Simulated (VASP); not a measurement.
# HfB2 (P6/mmm) in VASP: notebook, part 2 of 2

VASP 6.6.1.

**3. Single point, PBE+D3(BJ)**

This run uses another cell than the first one, of 9.73 Å³/atom, 0.982 times its volume.

INCAR

```
PREC = Accurate ; ENCUT = 520
EDIFF = 1E-6 ; ISMEAR = -1
SIGMA = 0.05 ; LREAL = F
LASPH = T ; NELM = 100
ALGO = Normal ; ISIF = 2
LWAVE = F ; LCHARG = F
GGA = PE ; IVDW = 12
NBANDS = 15
```

KPOINTS

```
Automatic mesh
0
Gamma
  10 10 8
```

POSCAR

```
HfB2
1.0
    3.1205174953      0.0000000000      0.0000000000
   -1.5602587476      2.7024474239      0.0000000000
    0.0000000000      0.0000000000      3.4596583299
Hf B
1 2
Direct
    0.0000000000      0.0000000000      0.0000000000
    0.6666666667      0.3333333333      0.5000000000
    0.3333333333      0.6666666667      0.5000000000
```

Potentials or basis: VASP PAW PBE potentials, release 64 (Hf_pv, B).

Run with:

```console
> cat potpaw_PBE.64/Hf_pv/POTCAR potpaw_PBE.64/B/POTCAR > POTCAR
> mpirun -np 1 vasp_std > vasp.out
```

OUTCAR:

```text
PREC = Accurate
   ENCUT = 520
   EDIFF = 1E-6
   ISMEAR = -1
   LREAL = F
   LASPH = T
   NELM = 100
   ISIF = 2
   GGA = PE
   IVDW = 12
 IVDW          = 12

 ion  position               nearest neighbor table
   1  0.000  0.000  0.000-   2 2.50   3 2.50   2 2.50   3 2.50   3 2.50   3 2.50   2 2.50   2 2.50
                             2 2.50   2 2.50   3 2.50   3 2.50
   2  0.667  0.333  0.500-   3 1.80   3 1.80   3 1.80   1 2.50   1 2.50   1 2.50   1 2.50   1 2.50
                             1 2.50
   3  0.333  0.667  0.500-   2 1.80   2 1.80   2 1.80   1 2.50   1 2.50   1 2.50   1 2.50   1 2.50
                             1 2.50

  LATTYP: Found a hexagonal cell.
 ALAT       =     3.1205174953
 C/A-ratio  =     1.1086809592

  Lattice vectors:

 A1 = (   3.1205174953,   0.0000000000,   0.0000000000)
 A2 = (  -1.5602587476,   2.7024474239,   0.0000000000)
 A3 = (   0.0000000000,   0.0000000000,   3.4596583299)

Analysis of symmetry for initial positions (statically):
=====================================================================
 Subroutine PRICEL returns:
 Original cell was already a primitive cell.

 Routine SETGRP: Setting up the symmetry group for a
 hexagonal supercell.

 Subroutine GETGRP returns: Found 24 space group operations
 (whereof 24 operations were pure point group operations)
 out of a pool of 24 trial point group operations.

The static configuration has the point symmetry D_6h.

Analysis of symmetry for dynamics (positions and initial velocities):
=====================================================================
 Subroutine PRICEL returns:
 Original cell was already a primitive cell.

 Routine SETGRP: Setting up the symmetry group for a
 hexagonal supercell.

 Subroutine GETGRP returns: Found 24 space group operations
 (whereof 24 operations were pure point group operations)
 out of a pool of 24 trial point group operations.

The dynamic configuration has the point symmetry D_6h.

 Subroutine INISYM returns: Found 24 space group operations
[... 128 lines left out ...]
   LEPSILON=     F    determine dielectric tensor
   LRPA    =     F    only Hartree local field effects (RPA)
 non-spin polarized calculation
  energy-cutoff  :      520.00
  volume of cell :       29.18
 maximum number of plane-waves:       808
 NGX is ok and might be reduce to    24
   NGX = 11   NGY = 11   NGZ = 13

 number of electron      15.9999999 magnetization

 Free energy of the ion-electron system (eV)
  ---------------------------------------------------
  ext. energy  EPLUGINS =         0.00000000
  ---------------------------------------------------
  free energy    TOTEN  =       -26.38767536 eV

  energy without entropy =      -26.38511495  energy(sigma->0) =      -26.38639515

 E-fermi :   7.7064     XC(G=0): -12.6831

 val. band max:        7.6454461512   @ k =   0.2000   0.2000   0.1250
 cond. band min:       7.9492848613   @ k =   0.1000   0.1000   0.2500
 fundamental gap:      0.3038387101
 Fermi energy:         7.7063951902

 k-point     1 :       0.0000    0.0000    0.0000
  band No.  band energies     occupation
      1     -22.7600      2.00000
      2     -22.2452      2.00000
      3     -22.2452      2.00000
      4      -6.0416      2.00000
      5       4.7626      2.00000
      6       4.8828      2.00000
      7       4.8828      2.00000
      8       5.0368      2.00000
      9      11.9347      0.00000
     10      11.9347      0.00000
     11      12.5705      0.00000
     12      12.5705      0.00000
     13      12.8927      0.00000
     14      12.8927      0.00000
[... 401 lines left out ...]
      2     -22.6542      2.00000
      3     -22.4741      2.00000
      4      -2.2049      2.00000
      5      -0.8259      2.00000
      6       3.1280      2.00000
      7       4.0074      2.00000
      8       5.5560      2.00000
      9       8.9923      0.00000
     10      12.0415      0.00000
     11      12.1183      0.00000
     12      14.2342      0.00000
     13      15.4937      0.00000
     14      16.4554      0.00000
     15      18.8612      0.00000

 [... further k-points ...]

------------------------ aborting loop because EDIFF is reached ----------------------------------------

 Edisp (eV)   -1.10567

 E8    (eV) :    -0.4977

  FORCE on cell =-STRESS in cart. coord.  units (eV):
  Direction    XX          YY          ZZ          XY          YZ          ZX
  --------------------------------------------------------------------------------------
  -------------------------------------------------------------------------------------
  Total      -0.07939    -0.07939    -0.01827    -0.00000     0.00000    -0.00000
  in kB      -4.35973    -4.35973    -1.00322    -0.00000     0.00000    -0.00000
  external pressure =       -3.24 kB  Pullay stress =        0.00 kB

 VOLUME and BASIS-vectors are now :
 -----------------------------------------------------------------------------
  energy-cutoff  :      520.00
  volume of cell :       29.18
      direct lattice vectors                 reciprocal lattice vectors
     3.120517495  0.000000000  0.000000000     0.320459668  0.185017475  0.000000000
    -1.560258748  2.702447424  0.000000000     0.000000000  0.370034951  0.000000000
     0.000000000  0.000000000  3.459658330     0.000000000  0.000000000  0.289045884

 POSITION                                       TOTAL-FORCE (eV/Angst)
 -----------------------------------------------------------------------------------
      0.00000      0.00000      0.00000         0.000000      0.000000      0.000000
      1.56026      0.90082      1.72983        -0.000000      0.000000      0.000000
     -0.00000      1.80163      1.72983        -0.000000     -0.000000      0.000000
 -----------------------------------------------------------------------------------
    total drift:                               -0.000000      0.000000      0.000000

  FREE ENERGIE OF THE ION-ELECTRON SYSTEM (eV)
  ---------------------------------------------------
  free  energy   TOTEN  =       -27.4933494693 eV

  energy  without entropy=      -27.4907890599  energy(sigma->0) =      -27.49206926
```

OSZICAR:

```text
N       E                     dE             d eps       ncg     rms          rms(c)
DAV:   1     0.300044376170E+02    0.30004E+02   -0.80635E+03  2100   0.101E+03
DAV:   2    -0.272658490633E+02   -0.57270E+02   -0.53453E+02  2723   0.223E+02
DAV:   3    -0.287814556429E+02   -0.15156E+01   -0.15098E+01  2842   0.271E+01
DAV:   4    -0.287875041342E+02   -0.60485E-02   -0.60476E-02  2415   0.208E+00
DAV:   5    -0.287875366580E+02   -0.32524E-04   -0.32523E-04  2779   0.138E-01    0.542E+01
DAV:   6    -0.265069816086E+02    0.22806E+01   -0.27699E+00  2520   0.122E+01    0.395E+01
DAV:   7    -0.264591325379E+02    0.47849E-01   -0.99688E-01  2625   0.730E+00    0.117E+01
DAV:   8    -0.263921193708E+02    0.67013E-01   -0.25062E-01  2415   0.382E+00    0.172E+00
DAV:   9    -0.263878007602E+02    0.43186E-02   -0.19388E-02  2429   0.113E+00    0.363E-01
DAV:  10    -0.263876713380E+02    0.12942E-03   -0.71942E-04  2632   0.220E-01    0.267E-01
DAV:  11    -0.263876780441E+02   -0.67061E-05   -0.49756E-05  2569   0.531E-02    0.117E-01
DAV:  12    -0.263876752477E+02    0.27964E-05   -0.36104E-06  2415   0.143E-02    0.138E-02
DAV:  13    -0.263876753569E+02   -0.10926E-06   -0.20198E-07  1204   0.378E-03
   1 F= -.27493349E+02 E0= -.27492069E+02  d E =-.256041E-02
```

stdout:

```text
POSCAR found type information on POSCAR HfB
 POSCAR found :  2 types and       3 ions
 scaLAPACK will be used
 LDA part: xc-table for (Slater+PW92), standard interpolation
 POSCAR, INCAR and KPOINTS ok, starting setup
 FFT: planning ... GRIDC
 FFT: planning ... GRID_SOFT
 FFT: planning ... GRID
 WAVECAR not read
 entering main loop
```

Wall time 17 s (1 thread of Intel Xeon Platinum 8259CL at 2.50GHz (Skylake/Cascade Lake), shared host); peak memory 0.17 GiB.

Results:

| Item | Value |
| --- | --- |
| Free energy | -27.4933 eV |
| Pressure | -0.3 GPa |
| Band gap on the k mesh | zero (band 8 reaches 8.42 eV, above the bottom of band 9 at 7.57 eV) |
| Dispersion energy per atom | -0.369 eV |

Caveat: spin-orbit coupling is left out, which moves the levels of the heavy elements; pairwise dispersion overbinds metals, which lowers pressure and volume.

**4. Single point, PBE+D3(BJ)**

This run uses another cell than the first one, of 9.77 Å³/atom, 0.986 times its volume.

INCAR

```
SYSTEM = HfB2
PREC     = Accurate       ! precision mode
ENCUT    = 520            ! plane-wave cutoff, eV
EDIFF    = 1E-7           ! SCF threshold, eV
ISMEAR   = -1             ! smearing method
SIGMA    = 0.05           ! smearing width, eV
LREAL    = .FALSE.        ! projectors in reciprocal space
LASPH    = .TRUE.         ! aspherical terms in the spheres
NELM     = 100            ! most SCF steps
ALGO     = Normal         ! electronic algorithm
ISIF     = 2              ! what is computed and relaxed
LWAVE    = .FALSE.        ! write WAVECAR
LCHARG   = .FALSE.        ! write CHGCAR
GGA      = PE             ! functional
IVDW     = 12             ! dispersion correction
NBANDS   = 15             ! bands
```

KPOINTS

```
regular mesh
0
G
  10 10 8
  0 0 0
```

POSCAR

```
HfB2
1.0
    3.1244700223      0.0000000000      0.0000000000
   -1.5622350112      2.7058704127      0.0000000000
    0.0000000000      0.0000000000      3.4651343080
Hf B
1 2
Direct
    0.0000000000      0.0000000000      0.0000000000
    0.6666666667      0.3333333333      0.5000000000
    0.3333333333      0.6666666667      0.5000000000
```

Run with:

```console
> cat potpaw_PBE.64/Hf_pv/POTCAR potpaw_PBE.64/B/POTCAR > POTCAR
> mpirun -np 1 vasp_std > vasp.out
```

It took 18 s on 1 thread of Intel Xeon Platinum 8259CL at 2.50GHz (Skylake/Cascade Lake), shared host; peak memory 0.17 GiB.

The run converged. Its results:

| Quantity | Value |
| --- | --- |
| Free energy | -27.4928 eV |
| Pressure | -1.4 GPa |
| Band gap on the k mesh | zero (band 8 reaches 8.39 eV, above the bottom of band 9 at 7.54 eV) |
| Dispersion energy per atom | -0.367 eV |

Stress tensor (GPa, compression positive):
```
-1.51  0.00  0.00
 0.00 -1.51  0.00
 0.00  0.00 -1.17
```

Levels at points of the mesh, in eV from the Fermi level:
| k point | band 5 | band 6 | band 7 | band 8 | band 9 | band 10 | band 11 | band 12 |
| --- | --- | --- | --- | --- | --- | --- | --- | --- |
| (0.00, 0.00, 0.00) | -2.94 | -2.81 | -2.81 | -2.67 | 4.21 | 4.21 | 4.84 | 4.84 |
| (0.50, 0.00, 0.00) | -8.96 | -4.08 | -3.34 | -2.80 | 2.24 | 2.88 | 5.79 | 5.94 |
| (0.00, 0.00, 0.50) | -8.32 | -1.09 | -1.09 | 0.44 | 0.44 | 1.12 | 1.12 | 2.37 |
| (0.50, 0.00, 0.50) | -7.42 | -4.91 | -4.65 | -2.54 | 4.20 | 4.34 | 6.48 | 7.44 |

Caveat: three body term missing; spin-orbit coupling is left out, which moves the levels of the heavy elements; pairwise dispersion overbinds metals, which lowers pressure and volume.

**5. The runs side by side**

| level | cell | k mesh | gap on the mesh (eV) | pressure (GPa) |
| --- | --- | --- | --- | --- |
| PBE | a = 3.140, b = 3.140, c = 3.480 Å, angles 90.0, 90.0, 120.0°, 3 atoms | 6 × 6 × 5 | none | 1.2 |
| PBE+D3(BJ) | a = 3.121, b = 3.121, c = 3.460 Å, angles 90.0, 90.0, 120.0°, 3 atoms | 10 × 10 × 8 | none | -0.3 |
| PBE+D3(BJ) | a = 3.124, b = 3.124, c = 3.465 Å, angles 90.0, 90.0, 120.0°, 3 atoms | 10 × 10 × 8 | none | -1.4 |

Alike in all rows: task single point; potentials or basis VASP PAW PBE potentials, release 64 (Hf_pv, B); no spin polarisation; cutoff (eV) 520; smearing fermi-dirac 0.05 eV.

Caveats: some runs use coarse meshes; spin-orbit coupling is left out, which moves the levels of the heavy elements; pairwise dispersion overbinds metals, which lowers pressure and volume (some runs); three body term missing (some runs).

Total energies depend on the potentials used, so only differences within one code and one set of settings carry meaning.
